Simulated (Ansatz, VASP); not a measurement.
**One calculation of ZnO, two programs**

```
Zn O
1.0
     4.06340    0.00000    0.00000
     0.00000    2.48132    0.00000
     0.00000    0.00000    4.41445
Zn O
2 2
Cartesian
  1.0158 0.0000 0.7527
  3.0475 0.0000 3.6617
  1.0158 1.2407 3.0039
  3.0475 1.2407 1.4106
```

Change from the starting cell: species swapped into the VPt type (Pmma, No. 51).

Alike in both runs: task relaxation of cell and atoms; functional PBE; k mesh 4 × 8 × 4; occupations gaussian, width 0.1 eV; no spin polarisation.

|  | VASP | Ansatz |
| --- | --- | --- |
| version | VASP 6.6.1 | Ansatz 0.2.0 |
| potentials or method | VASP PAW PBE potentials, release 64 (Zn, O), cutoff 600 eV | scalar-relativistic, plane waves, PAW |
| valence electrons in the cell | 36 | 36 |

Ansatz gave:

```
gap on the k mesh at the Fermi level, each at its own relaxed structure (eV) : none
relaxed volume (Å³/atom)                                                     : 13.71
relaxed cell length with the largest relative difference (Å)                 : 6.728
```

What did VASP give for the same quantities?

gap on the k mesh at the Fermi level, each at its own relaxed structure (eV): none; relaxed volume (Å³/atom): 11.70; relaxed cell length with the largest relative difference (Å): 5.657.

A gap of «none» marks a metal or a gap that the smearing closes. One of these differences is far larger than is usual between the two programs; its cause wasn't traced.

The k mesh is coarse, so the values compare programs but aren't converged.
